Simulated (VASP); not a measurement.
# Ti3Si (P6_3/mmc) in VASP: single point with PBEsol

Aim: the single point of Ti3Si with PBEsol.

Program: VASP 6.6.1. These are calculated values, not measurements. Logs are shortened: lines on timing, memory, paths and dates and some standing lists are left out, and cuts for length are marked.

### Step 1. The cell of the first run

Symmetry: P6_3/mmc, No. 194, hexagonal system. Conventional cell: a = 5.584 Å, b = 5.584 Å, c = 4.473 Å, α = 90.00°, β = 90.00°, γ = 120.00°. Ti (site symmetry mm2) has 8 Ti at 2.71 to 2.87 Å and 4 Si at 2.73 to 2.79 Å within 3.6 Å. Within 3.6 Å of Si (site symmetry -6m2) lie 12 Ti at 2.73 to 2.79 Å.

### Step 2. Single point, PBEsol

POSCAR reads:

```
Ti3Si
1.0
    5.5838061553      0.0000000000      0.0000000000
   -2.7919030777      4.8357179803      0.0000000000
    0.0000000000      0.0000000000      4.4732147398
Ti Si
6 2
Direct
    0.3431759308      0.1715879654      0.7500000000
    0.8284120346      0.1715879654      0.7500000000
    0.8284120346      0.6568240692      0.7500000000
    0.6568240692      0.8284120346      0.2500000000
    0.1715879654      0.8284120346      0.2500000000
    0.1715879654      0.3431759308      0.2500000000
    0.3333333333      0.6666666667      0.7500000000
    0.6666666667      0.3333333333      0.2500000000
```

INCAR.step1 reads:

```
PREC     = Accurate       # precision mode
ENCUT    = 520            # plane-wave cutoff, eV
EDIFF    = 1E-7           # SCF threshold, eV
ISMEAR   = 0              # smearing method
SIGMA    = 0.1            # smearing width, eV
LREAL    = F              # projectors in reciprocal space
LASPH    = T              # aspherical terms in the spheres
NELM     = 100            # most SCF steps
ALGO     = Fast           # electronic algorithm
ISIF     = 2              # what is computed and relaxed
LWAVE    = F              # write WAVECAR
LCHARG   = T              # write CHGCAR
LMAXMIX  = 4              # l up to which the mixer works
GGA      = PS             # functional
NBANDS   = 50             # bands
```

KPOINTS.step1 reads:

```
regular mesh
0
Gamma
  6 6 8
```

INCAR.step2 reads:

```
PREC     = Accurate       # precision mode
ENCUT    = 520            # plane-wave cutoff, eV
EDIFF    = 1E-7           # SCF threshold, eV
ISMEAR   = -5             # smearing method
SIGMA    = 0.1            # smearing width, eV
LREAL    = F              # projectors in reciprocal space
LASPH    = T              # aspherical terms in the spheres
NELM     = 100            # most SCF steps
ALGO     = Fast           # electronic algorithm
ISIF     = 2              # what is computed and relaxed
LWAVE    = F              # write WAVECAR
LCHARG   = F              # write CHGCAR
LMAXMIX  = 4              # l up to which the mixer works
GGA      = PS             # functional
LORBIT   = 10             # projections on sites
NEDOS    = 2001           # points of the DOS
ICHARG   = 11             # starting density
```

KPOINTS.step2 reads:

```
regular mesh
0
Gamma
  9 9 12
```

Potentials or basis: VASP PAW PBE potentials, release 64 (Ti_sv, Si).

The run is started by

```console
$ cat potpaw_PBE.64/Ti_sv/POTCAR potpaw_PBE.64/Si/POTCAR > POTCAR
$ cp INCAR.step1 INCAR
$ cp KPOINTS.step1 KPOINTS
$ mpirun -np 1 vasp_std > vasp.out
$ cp INCAR.step2 INCAR
$ cp KPOINTS.step2 KPOINTS
$ mpirun -np 1 vasp_std > vasp.out
```

OUTCAR:

```text
PREC = Accurate
   ENCUT = 520
   EDIFF = 1E-7
   ISMEAR = -5
   LREAL = F
   LASPH = T
   NELM = 100
   ISIF = 2
   GGA = PS
   LORBIT = 10
   ICHARG = 11

 ion  position               nearest neighbor table
   1  0.343  0.172  0.750-   3 2.71   2 2.71   8 2.73   8 2.73   5 2.79   5 2.79   6 2.79   6 2.79
                             7 2.79   7 2.79   3 2.87   2 2.87
   2  0.828  0.172  0.750-   1 2.71   3 2.71   8 2.73   8 2.73   6 2.79   6 2.79   4 2.79   4 2.79
                             7 2.79   7 2.79   1 2.87   3 2.87
   3  0.828  0.657  0.750-   1 2.71   2 2.71   8 2.73   8 2.73   5 2.79   5 2.79   4 2.79   4 2.79
                             7 2.79   7 2.79   1 2.87   2 2.87
   4  0.657  0.828  0.250-   6 2.71   5 2.71   7 2.73   7 2.73   2 2.79   2 2.79   3 2.79   3 2.79
                             8 2.79   8 2.79   6 2.87   5 2.87
   5  0.172  0.828  0.250-   4 2.71   6 2.71   7 2.73   7 2.73   3 2.79   3 2.79   1 2.79   1 2.79
                             8 2.79   8 2.79   4 2.87   6 2.87
   6  0.172  0.343  0.250-   4 2.71   5 2.71   7 2.73   7 2.73   2 2.79   2 2.79   1 2.79   1 2.79
                             8 2.79   8 2.79   4 2.87   5 2.87
   7  0.333  0.667  0.750-   5 2.73   5 2.73   4 2.73   4 2.73   6 2.73   6 2.73   3 2.79   1 2.79
                             2 2.79   2 2.79   3 2.79   1 2.79
   8  0.667  0.333  0.250-   2 2.73   2 2.73   1 2.73   1 2.73   3 2.73   3 2.73   6 2.79   4 2.79
                             5 2.79   5 2.79   6 2.79   4 2.79

  LATTYP: Found a hexagonal cell.
 ALAT       =     5.5838061553
 C/A-ratio  =     0.8011049480

  Lattice vectors:

 A1 = (   5.5838061553,   0.0000000000,   0.0000000000)
 A2 = (  -2.7919030777,   4.8357179803,   0.0000000000)
 A3 = (   0.0000000000,   0.0000000000,   4.4732147398)

Analysis of symmetry for initial positions (statically):
=====================================================================
 Subroutine PRICEL returns:
 Original cell was already a primitive cell.

 Routine SETGRP: Setting up the symmetry group for a
 hexagonal supercell.

 Subroutine GETGRP returns: Found 24 space group operations
 (whereof 12 operations were pure point group operations)
 out of a pool of 24 trial point group operations.

The static configuration has the point symmetry D_3d.
 The point group associated with its full space group is D_6h.

Analysis of symmetry for dynamics (positions and initial velocities):
=====================================================================
 Subroutine PRICEL returns:
 Original cell was already a primitive cell.

[... 143 lines left out ...]
  volume/ion in A,a.u.               =      15.10       101.89
  Fermi-wavevector in a.u.,A,eV,Ry     =   1.427035  2.696704 27.707278  2.036428
  Thomas-Fermi vector in A             =   2.547247
   LORBIT       =     10    0 simple, 1 ext, 2 COOP (PROOUT), +10 PAW based schemes
   GGA     = PS    functional components
   LHFCALC =     F    Hartree Fock is set to
   AEXX    =    0.0000 exact exchange contribution
   IVDW    =     0    specifies the selected vdW correction
   LEPSILON=     F    determine dielectric tensor
   LRPA    =     F    only Hartree local field effects (RPA)
 non-spin polarized calculation
 RMM-DIIS sequential band-by-band and
 Fermi weights with tetrahedron method with Bloechl corrections
  energy-cutoff  :      520.00
  volume of cell :      120.78
 maximum number of plane-waves:      3287
 NGX is ok and might be reduce to    42

 number of electron      79.9999987 magnetization

 Free energy of the ion-electron system (eV)
  ---------------------------------------------------
  ext. energy  EPLUGINS =         0.00000000
  ---------------------------------------------------
  free energy    TOTEN  =       -65.67111521 eV

  energy without entropy =      -65.67111521  energy(sigma->0) =      -65.67111521

 E-fermi :   9.6457     XC(G=0): -12.0054

 val. band max:        9.6571899198   @ k =   0.3333  -0.0000   0.3333
 cond. band min:       9.5629505683   @ k =   0.3333   0.3333   0.4167
 fundamental gap:     -0.0942393515
 Fermi energy:         9.6456815287

 k-point     1 :       0.0000    0.0000    0.0000
  band No.  band energies     occupation
      1     -46.8080      2.00000
      2     -46.6684      2.00000
      3     -46.6655      2.00000
      4     -46.6654      2.00000
      5     -46.5989      2.00000
      6     -46.5989      2.00000
[... 1213 lines left out ...]
     47      10.8005      0.00000
     48      11.5051      0.00000

 [... further k-points ...]

------------------------ aborting loop because EDIFF is reached ----------------------------------------

  FORCE on cell =-STRESS in cart. coord.  units (eV):
  Direction    XX          YY          ZZ          XY          YZ          ZX
  --------------------------------------------------------------------------------------
  -------------------------------------------------------------------------------------
  Total       -0.1352027     -0.1352027     -0.4094227      0.0000000     -0.0000000      0.0000000
  in kB       -1.7934324     -1.7934324     -5.4308953      0.0000000     -0.0000000      0.0000000
  external PRESSURE =      -3.0059200 kB  Pullay stress =       0.0000000 kB

 VOLUME and BASIS-vectors are now :
 -----------------------------------------------------------------------------
  energy-cutoff  :      520.00
  volume of cell :      120.78
      direct lattice vectors                 reciprocal lattice vectors
     5.583806155  0.000000000  0.000000000     0.179089312  0.103397262  0.000000000
    -2.791903078  4.835717980  0.000000000     0.000000000  0.206794524  0.000000000
     0.000000000  0.000000000  4.473214740     0.000000000  0.000000000  0.223552872

 POSITION                                       TOTAL-FORCE (eV/Angst)
 -----------------------------------------------------------------------------------
      1.43717      0.82975      3.35491         0.015514      0.008957     -0.000000
      4.14664      0.82975      3.35491        -0.015514      0.008957     -0.000000
      2.79190      3.17622      3.35491         0.000000     -0.017915      0.000000
      1.35473      4.00597      1.11830        -0.015514     -0.008957      0.000000
     -1.35473      4.00597      1.11830         0.015514     -0.008957      0.000000
     -0.00000      1.65950      1.11830        -0.000000      0.017915     -0.000000
     -0.00000      3.22381      3.35491        -0.000000      0.000000      0.000000
      2.79190      1.61191      1.11830        -0.000000      0.000000      0.000000
 -----------------------------------------------------------------------------------
    total drift:                               -0.000000      0.000000     -0.000000

  FREE ENERGIE OF THE ION-ELECTRON SYSTEM (eV)
  ---------------------------------------------------
  free  energy   TOTEN  =       -65.6711152056 eV

  energy  without entropy=      -65.6711152056  energy(sigma->0) =      -65.67111521

 total charge

# of ion       s       p       d       tot
------------------------------------------
    1        2.231   6.144   1.999  10.373
    2        2.231   6.144   1.999  10.373
    3        2.231   6.144   1.999  10.373
    4        2.231   6.144   1.999  10.373
    5        2.231   6.144   1.999  10.373
    6        2.231   6.144   1.999  10.373
    7        0.731   0.927   0.000   1.658
    8        0.731   0.927   0.000   1.658
--------------------------------------------------
tot         14.846  38.717  11.991  65.555
```

OUTCAR.step1:

```text
PREC = Accurate
   ENCUT = 520
   EDIFF = 1E-7
   ISMEAR = 0
   LREAL = F
[... 1529 lines left out ...]
     -1.35473      4.00597      1.11830        -0.009819      0.005669     -0.000000
     -0.00000      1.65950      1.11830         0.000000     -0.011338     -0.000000
     -0.00000      3.22381      3.35491         0.000000     -0.000000     -0.000000
      2.79190      1.61191      1.11830         0.000000     -0.000000      0.000000
 -----------------------------------------------------------------------------------
    total drift:                               -0.000000      0.000000     -0.000000

  FREE ENERGIE OF THE ION-ELECTRON SYSTEM (eV)
  ---------------------------------------------------
  free  energy   TOTEN  =       -65.6880879800 eV

  energy  without entropy=      -65.6530007489  energy(sigma->0) =      -65.67054436
```

Wall time 30 min (1 thread of Intel Xeon 6975P-C (Granite Rapids), shared host); peak memory 0.48 GiB.

What came out:

```yaml
Valence_electrons_inside_the_program's_atomic_spheres: Ti 10.37; Si 1.66
```

Caveat: the PAW data sets were made with another functional, which shifts forces and pressure a little; tetrahedron occupations give inexact forces and stress in metals.
